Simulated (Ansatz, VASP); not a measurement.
## Two plane-wave programs on Ag

Contents of POSCAR:

```
Ag
1.0
   -1.6556540000      1.6556540000      1.6556540000
    1.6556540000     -1.6556540000      1.6556540000
    1.6556540000      1.6556540000     -1.6556540000
Ag
1
Direct
    0.0000000000      0.0000000000      0.0000000000
```

INCAR.step1

```
SYSTEM = Ag
ALGO = Normal
EDIFF = 1E-5
ENCUT = 600
GGA = PE
ISMEAR = -1
LASPH = .True.
LCHARG = .False.
LREAL = .False.
LWAVE = .True.
NBANDS = 12
NELM = 100
PREC = Accurate
SIGMA = 0.05
```

File INCAR.step2:

```
SYSTEM = Ag
AEXX = 0.25
ALGO = Normal
EDIFF = 1E-6
EDIFFG = -0.01
ENCUT = 600
GGA = PE
IBRION = 2
ISIF = 3
ISMEAR = -1
ISTART = 1
LASPH = .True.
LCHARG = .False.
LHFCALC = .True.
LREAL = .False.
LWAVE = .False.
NELM = 100
NSW = 60
PREC = Accurate
PRECFOCK = Normal
SIGMA = 0.05
```

The input KPOINTS:

```
k-points
0
Gamma
  6 6 6
  0 0 0
```

input

```
crystal:
  lattice:
    - [-1.655654, 1.655654, 1.655654]
    - [1.655654, -1.655654, 1.655654]
    - [1.655654, 1.655654, -1.655654]
  atoms:
    - { symbol: Ag, position: [0.0, 0.0, 0.0] }
hamiltonian:
  xc: pbe0
  pseudopotentials: { kind: paw }
kpoints:
  mp_grid: { grid: [6, 6, 6] }
scf:
  occupations: { method: fermi_dirac, width: 0.05 }
output:
  forces: true
  stress: true
  eigenvalues: true
relax:
  f_tol: 0.01
  max_steps: 40
  cell: { stress_tol: 0.05 }
```

Alike in both runs: task relaxation of cell and atoms; functional PBE0; k mesh 6 × 6 × 6; occupations fermi-dirac, width 0.05 eV; no spin polarisation.

```csv
,VASP,Ansatz
version,VASP 6.6.1,Ansatz 0.2.0
potentials or method,"VASP PAW PBE potentials, release 64 (Ag)",Ansatz PAW
plane-wave cutoff (eV),600,420
valence electrons in the cell,11,19
```

VASP gave:

| Property | Result |
| --- | --- |
| gap on the k mesh at the Fermi level, each at its own relaxed structure (eV) | none |
| relaxed volume (Å³/atom) | 17.86 |
| relaxed cell length with the largest relative difference (Å) | 2.852 |

Question: Which values does Ansatz return?

Answer: gap on the k mesh at the Fermi level, each at its own relaxed structure (eV): none; relaxed volume (Å³/atom): 17.89; relaxed cell length with the largest relative difference (Å): 2.854.

A gap of «none» marks a metal or a gap that the smearing closes. VASP's potentials hold 11 valence electrons a cell and Ansatz's 19, so a difference there can come from the potentials and not from the codes.

The k mesh is coarse, so the values compare programs but aren't converged. Noted on Ansatz's run: the plane-wave basis is chosen anew once the cell has moved, so the energies of steps on either side of that aren't comparable.
